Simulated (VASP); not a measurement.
Set up this calculation in VASP 6.6.1, as the native input.

| Property | Result |
| --- | --- |
| Task | relaxation of cell and atoms |
| Functional | r2SCAN |
| Potentials or basis | VASP PAW PBE potentials, release 64 (Zn) |
| Cutoff | 600 eV |
| k mesh | 19 × 19 × 9 |
| Occupations | fermi-dirac, width 0.02 eV |
| Spin | no spin polarisation |
| Dipole correction | no |
| Further INCAR settings | ALGO = Normal; EDIFF = 1e-07; IBRION = 2; EDIFFG = -0.02; NSW = 80; ISIF = 3 |

Crystal: Zn.

```xyz
2
Lattice="2.6700 0.0000 0.0000 -1.3350 2.3123 0.0000 0.0000 0.0000 4.9660" Properties=species:S:1:pos:R:3 pbc="T T T"
Zn    0.0000    1.5415    1.2415
Zn    1.3350    0.7708    3.7245
```

These files were run (other wordings do the same):

POSCAR

```
Zn
1.0
    2.6700000000      0.0000000000      0.0000000000
   -1.3350000000      2.3122878300      0.0000000000
    0.0000000000      0.0000000000      4.9660000000
Zn
2
Direct
    0.3333333333      0.6666666667      0.2500000000
    0.6666666667      0.3333333333      0.7500000000
```

INCAR.step1

```
ALGO = Normal
EDIFF = 1E-4
ENCUT = 600
GGA = PE
ISMEAR = -1
LASPH = True
LCHARG = False
LREAL = False
LWAVE = True
NELM = 100
PREC = Accurate
SIGMA = 0.02
```

INCAR.step2

```
ALGO = Normal
EDIFF = 1E-7
EDIFFG = -0.02
ENCUT = 600
IBRION = 2
ISIF = 3
ISMEAR = -1
ISTART = 1
LASPH = True
LCHARG = False
LMIXTAU = True
LREAL = False
LWAVE = False
METAGGA = R2SCAN
NELM = 100
NSW = 80
PREC = Accurate
SIGMA = 0.02
```

KPOINTS

```
k-points
0
Gamma
  19 19 9
```

Potentials or basis: VASP PAW PBE potentials, release 64 (Zn).

Launch:

```console
$ cat potpaw_PBE.64/Zn/POTCAR > POTCAR
$ cp INCAR.step1 INCAR
$ mpirun -np 1 vasp_std > vasp.out
$ cp INCAR.step2 INCAR
$ mpirun -np 1 vasp_std > vasp.out
```

It gave:

| Quantity | Value |
| --- | --- |
| Relaxed volume | 14.29 Å³/atom |
| Relaxed cell | a = 2.631 Å, b = 2.631 Å, c = 4.766 Å, α = 90.00°, β = 90.00°, γ = 120.00° |
| Space group after relaxing (to 0.1 Å) | P6_3/mmc (No. 194) |
| Energy gained by relaxing | 15.9 meV/atom |
| Ionic steps | 12 |
| Pressure after relaxing | 0.1 GPa |
| Band gap on the k mesh | zero (bands 12 and 13 overlap by 4.53 eV) |

Caveat: the PAW data sets were made with another functional, which shifts forces and pressure a little.

It took 26 min on 1 thread of Intel(R) Xeon(R) 6975P-C (Granite Rapids), with other jobs on the host, peak memory 0.26 GiB.
